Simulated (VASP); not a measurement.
# KBr (Fm-3m) in VASP: G0W0 quasiparticle levels with PBE

Aim: the G0W0 quasiparticle levels of KBr with PBE.

Program: VASP 6.6.1. These are calculated values, not measurements. Logs are shortened: lines on timing, memory, paths and dates and some standing lists are left out, and cuts for length are marked.

### Step 1. The cell of the first run

The structure is cubic, space group Fm-3m (No. 225). The conventional cell has a = 6.605 Å, b = 6.605 Å, c = 6.605 Å, α = 90.00°, β = 90.00°, γ = 90.00°. Within 4.3 Å of K (site symmetry m-3m) lie 6 Br at 3.30 Å. Within 4.3 Å of Br (site symmetry m-3m) lie 6 K at 3.30 Å.

### Step 2. G0W0 quasiparticle levels, PBE

Contents of POSCAR:

```
KBr
1.0
    0.0000000000      3.3024387198      3.3024387198
    3.3024387198      0.0000000000      3.3024387198
    3.3024387198      3.3024387198      0.0000000000
K Br
1 1
Direct
    0.0000000000      0.0000000000      0.0000000000
    0.5000000000      0.5000000000      0.5000000000
```

Contents of INCAR.step1:

```
SYSTEM = KBr
  ALGO = Normal
  EDIFF = 1E-8
  ENCUT = 500
  GGA = PE
  ISMEAR = 0
  LASPH = .TRUE.
  LCHARG = .FALSE.
  LREAL = .FALSE.
  LWAVE = .TRUE.
  NELM = 100
  PREC = Accurate
  SIGMA = 0.01
```

Contents of INCAR.step2:

```
SYSTEM = KBr
  ALGO = Exact
  EDIFF = 1E-8
  ENCUT = 500
  GGA = PE
  ISMEAR = 0
  ISTART = 1
  LASPH = .TRUE.
  LCHARG = .FALSE.
  LOPTICS = .TRUE.
  LREAL = .FALSE.
  LWAVE = .TRUE.
  NBANDS = 278
  NELM = 1
  PREC = Accurate
  SIGMA = 0.01
```

Contents of INCAR.step3:

```
SYSTEM = KBr
  ALGO = EVGW0
  EDIFF = 1E-8
  ENCUT = 500
  ENCUTGW = 140.0
  GGA = PE
  ISMEAR = 0
  ISTART = 1
  LASPH = .TRUE.
  LCHARG = .FALSE.
  LREAL = .FALSE.
  LWAVE = .FALSE.
  NBANDS = 278
  NBANDSGW = 16
  NELMGW = 1
  NOMEGA = 48
  PREC = Accurate
  PRECFOCK = Fast
  SIGMA = 0.01
```

Contents of KPOINTS:

```
k-points
0
G
  4 4 4
  0 0 0
```

Potentials or basis: VASP PAW PBE potentials, release 64 (K_sv_GW, Br_GW).

The run is started by

```
cat potpaw_PBE.64/K_sv_GW/POTCAR potpaw_PBE.64/Br_GW/POTCAR > POTCAR
cp INCAR.step1 INCAR
mpirun -np 1 vasp_std > vasp.out
cp INCAR.step2 INCAR
mpirun -np 1 vasp_std > vasp.out
cp INCAR.step3 INCAR
mpirun -np 1 vasp_std > vasp.out
```

OUTCAR:

```text
SYSTEM = KBr
   EDIFF = 1E-8
   ENCUT = 500
   ENCUTGW = 140.0
   GGA = PE
   ISMEAR = 0
   ISTART = 1
   LASPH = .TRUE.
   LREAL = .FALSE.
   NELMGW = 1
   PREC = Accurate
   PRECFOCK = Fast

 ion  position               nearest neighbor table
   1  0.000  0.000  0.000-
   2  0.500  0.500  0.500-

  LATTYP: Found a face centered cubic cell.
 ALAT       =     6.6048774396

  Lattice vectors:

 A1 = (   0.0000000000,   3.3024387198,   3.3024387198)
 A2 = (   3.3024387198,   0.0000000000,   3.3024387198)
 A3 = (   3.3024387198,   3.3024387198,   0.0000000000)

Analysis of symmetry for initial positions (statically):
=====================================================================
 Subroutine PRICEL returns:
 Original cell was already a primitive cell.

 Routine SETGRP: Setting up the symmetry group for a
 face centered cubic supercell.

 Subroutine GETGRP returns: Found 48 space group operations
 (whereof 48 operations were pure point group operations)
 out of a pool of 48 trial point group operations.

The static configuration has the point symmetry O_h .

Analysis of symmetry for dynamics (positions and initial velocities):
=====================================================================
 Subroutine PRICEL returns:
 Original cell was already a primitive cell.

 Routine SETGRP: Setting up the symmetry group for a
 face centered cubic supercell.

 Subroutine GETGRP returns: Found 48 space group operations
 (whereof 48 operations were pure point group operations)
 out of a pool of 48 trial point group operations.

The dynamic configuration has the point symmetry O_h .

 Subroutine INISYM returns: Found 48 space group operations
 (whereof 48 operations are pure point group operations),
 and found     1 'primitive' translations

----------------------------------------------------------------------------------------

                                     Primitive cell

[... 47 lines left out ...]
  0.000000  0.000000  0.000000      1.000000
  0.250000  0.000000  0.000000      8.000000
  0.500000  0.000000  0.000000      4.000000
  0.250000  0.250000  0.000000      6.000000
  0.500000  0.250000  0.000000     24.000000
 -0.250000  0.250000  0.000000     12.000000
  0.500000  0.500000  0.000000      3.000000
 -0.250000  0.500000  0.250000      6.000000
   k-points           NKPTS =      8   k-points in BZ     NKDIM =     64   number of bands    NBANDS=    278
   number of dos      NEDOS =    301   number of ions     NIONS =      2
   total plane-waves  NPLWV =  46656
   dimension x,y,z NGX =    36 NGY =   36 NGZ =   36
   dimension x,y,z NGXF=    72 NGYF=   72 NGZF=   72
   ions per type =               1   1
   NGX,Y,Z   is equivalent  to a cutoff of  12.81, 12.81, 12.81 a.u.
   NGXF,Y,Z  is equivalent  to a cutoff of  25.63, 25.63, 25.63 a.u.
 SYSTEM =  KBr
   PREC   = accura    normal or accurate (medium, high low for compatibility)
   ISTART =      1    job   : 0-new  1-cont  2-samecut
   ICHARG =      0    charge: 1-file 2-atom 10-const
   ISPIN  =      1    spin polarized calculation?
   LNONCOLLINEAR =      F non collinear calculations
   LSORBIT =      F    spin-orbit coupling
   LASPH  =      T    aspherical Exc in radial PAW
   ENCUT  =  500.0 eV  36.75 Ry    6.06 a.u.   8.52  8.52  8.52*2*pi/ulx,y,z
   NELM   =     60;   NELMIN=  2; NELMDL=  0     # of ELM steps
   EDIFF  = 0.1E-07   stopping-criterion for ELM
   LREAL  =      F    real-space projection
   EDIFFG = 0.1E-06   stopping-criterion for IOM
   NSW    =      0    number of steps for IOM
   IBRION =     -1    ionic relax: 0-MD 1-quasi-New 2-CG
   NFREE  =      0    steps in history (QN), initial steepest desc. (CG)
   ISIF   =      0    stress and relaxation
   ISYM   =      3    0-nonsym 1-usesym 2-fastsym
   POTIM  = 0.5000    time-step for ionic-motion
   TEBEG  =    0.0;   TEEND  =   0.0 temperature during run
   PSTRESS=    0.0 pullay stress
   NELECT =      16.0000    total number of electrons
   NUPDOWN=      -1.0000    fix difference up-down
   EMIN   =  10.00;   EMAX   =-10.00  energy-range for DOS
   EFERMI =   0.00;   METHOD = LEGACY
   ISMEAR =     0;   SIGMA  =   0.01  broadening in eV -4-tet -1-fermi 0-gaus
   EFERMI_NEDOS =   21; number of points for ismear=-14 and -15
   IALGO  =     38    algorithm
   IMIX   =      4    mixing-type and parameters
     AMIX     =   0.40;   BMIX     =  1.00
     AMIX_MAG =   1.60;   BMIX_MAG =  1.00
  volume/ion in A,a.u.               =      36.02       243.05
  Fermi-wavevector in a.u.,A,eV,Ry     =   0.991448  1.873566 13.374114  0.982970
  Thomas-Fermi vector in A             =   2.123190
   LORBIT       =      0    0 simple, 1 ext, 2 COOP (PROOUT), +10 PAW based schemes
   GGA     = PE    functional components
   LHFCALC =     T    Hartree Fock is set to
   PRECFOCK=fast      Normal, Fast or Accurate (Low or Medium for compatibility)
   ENCUT4O =  -1.0   cutoff for four orbital integrals eV
   NKREDX  =     1    reduce k-point grid by
   NKREDY  =     1    reduce k-point grid by
   NKREDZ  =     1    reduce k-point grid by
   AEXX    =    1.0000 exact exchange contribution
   HFSCREEN=    0.0000 screening length (either q_TF or 0.3 A-1)
   HFSCREENC=   0.0000 screening length for correlation (either q_TF or 0.3 A-1)
   ENCUTFOCK=  -1.0 apply spherical cutoff to Coloumb kernel
   IVDW    =     0    specifies the selected vdW correction
   LEPSILON=     F    determine dielectric tensor
   LRPA    =     F    only Hartree local field effects (RPA)
   LRPAFORCE           =     F    calculate RPA forces
   ENCUTGW             = 140.0    cutoff for response function in eV
   ENCUTGWSOFT         = 112.0    soft cutoff for Coulomb kernel in GW response function in eV
   ENCUTLF             =  -1.0    cutoff for local field effects
   NELMGW              =     1    number of iterations in solving QP/BSE equation
   NELMHF              =     1    number of iterations in the inner HF iteration
   NKREDLFX            =     1    NKREDLFY  =   1   NKREDLFZ  =   1
 non-spin polarized calculation
 Gauss-broadening in eV      SIGMA  =   0.01
  energy-cutoff  :      500.00
  volume of cell :       72.03
 maximum number of plane-waves:      1850
 NGX is ok and might be reduce to    36
  NGX = 20; NGY = 20; NGZ = 20
   NGX = 17   NGY = 17   NGZ = 17
 maximum number of plane-waves:       290
 NGX is ok and might be reduce to    18

 QP shifts <psi_nk| G(iteration)W_0 |psi_nk>: iteration 1
 for sc-GW calculations column KS-energies equals QP-energies in previous step
 and V_xc(KS)=  KS-energies - (<T + V_ion + V_H > + <T+V_H+V_ion>^1  + <V_x>^1)

 k-point   1 :       0.0000    0.0000    0.0000
  band No.  KS-energies  QP-energies   sigma(KS)   V_xc(KS)     V^pw_x(r,r')   Z            occupation Imag(sigma)

      1     -28.3897     -30.2743     -21.5101     -18.5208     -30.7420       0.6305       2.0000       0.7373
      2     -12.9001     -14.5821     -16.2723     -13.9540     -22.1666       0.7255       2.0000       1.3573
      3     -11.8667     -14.9536     -21.6617     -17.8071     -24.6577       0.8008       2.0000       0.1402
      4     -11.8667     -14.9536     -21.6617     -17.8071     -24.6577       0.8008       2.0000       0.1402
      5     -11.8667     -14.9536     -21.6617     -17.8071     -24.6577       0.8008       2.0000       0.1402
      6      -0.6106      -2.5866     -15.1104     -12.6317     -16.5267       0.7972       2.0000       0.1006
[... 135 lines left out ...]
      2     -12.8992     -14.7283     -16.7401     -14.2729     -22.3786       0.7413       2.0000       1.2404
      3     -11.9291     -15.0017     -21.5248     -17.6557     -24.5279       0.7941       2.0000       0.1498
      4     -11.9291     -15.0017     -21.5248     -17.6557     -24.5279       0.7941       2.0000       0.1498
      5     -11.7715     -14.7020     -21.2877     -17.6135     -24.4947       0.7976       2.0000       0.2305
      6      -1.1961      -3.2569     -14.5208     -11.9222     -16.0274       0.7930       2.0000       0.1084
[... 8 lines left out ...]
     15      10.3426      12.7813      -9.5138     -12.5124      -5.8021       0.8133       0.0000      -0.1513
     16      11.0533      12.6864      -7.8807      -9.9067      -4.1441       0.8061       0.0000      -0.1991
```

OUTCAR.step1:

```text
SYSTEM = KBr
   EDIFF = 1E-8
   ENCUT = 500
   GGA = PE
   ISMEAR = 0
   LASPH = .TRUE.
   LREAL = .FALSE.
[... 322 lines left out ...]
      0.00000      0.00000      0.00000         0.000000      0.000000      0.000000
      3.30244      3.30244      3.30244        -0.000000     -0.000000     -0.000000
 -----------------------------------------------------------------------------------
    total drift:                                0.000000      0.000000      0.000000

  FREE ENERGIE OF THE ION-ELECTRON SYSTEM (eV)
  ---------------------------------------------------
  free  energy   TOTEN  =        -8.6850062898 eV

  energy  without entropy=       -8.6850062898  energy(sigma->0) =       -8.68500629
```

OUTCAR.step2:

```text
SYSTEM = KBr
   EDIFF = 1E-8
   ENCUT = 500
   GGA = PE
[... 722 lines left out ...]
  --------------------------------------------------------------------------------------------------------------
     0.00000     2.82726     2.82726     2.82726     0.00000     0.00000    -0.00000
     1.96799     2.93798     2.93798     2.93798     0.00000     0.00000    -0.00000
     3.93598     3.55129     3.55129     3.55129     0.00000     0.00000    -0.00000
     5.90397     5.34814     5.34814     5.34814     0.00000     0.00000    -0.00000
     7.87196     2.74110     2.74110     2.74110    -0.00000    -0.00000    -0.00000
     9.83995     0.08212     0.08212     0.08212     0.00000     0.00000    -0.00000
[... 92 lines left out ...]
   192.86306     0.99184     0.99184     0.99184    -0.00000    -0.00000     0.00000
   194.83105     0.99201     0.99201     0.99201    -0.00000    -0.00000     0.00000
```

Run time: 14 min. Hardware: 1 thread of Intel Xeon 8259CL, shared host; peak memory 0.98 GiB.

What came out:

```yaml
Quasiparticle_gap: 7.01 eV
Least_direct_quasiparticle_gap: 7.01 eV
Band_gap_of_the_starting_levels_on_the_mesh: 4.42 eV
Least_direct_gap_of_the_starting_levels_on_the_mesh: 4.42 eV
```

Caveat: the k points lie up to 0.41 Å⁻¹ apart; bands, screening cutoff and mesh are small and nothing is extrapolated, so the quasiparticle values aren't converged.
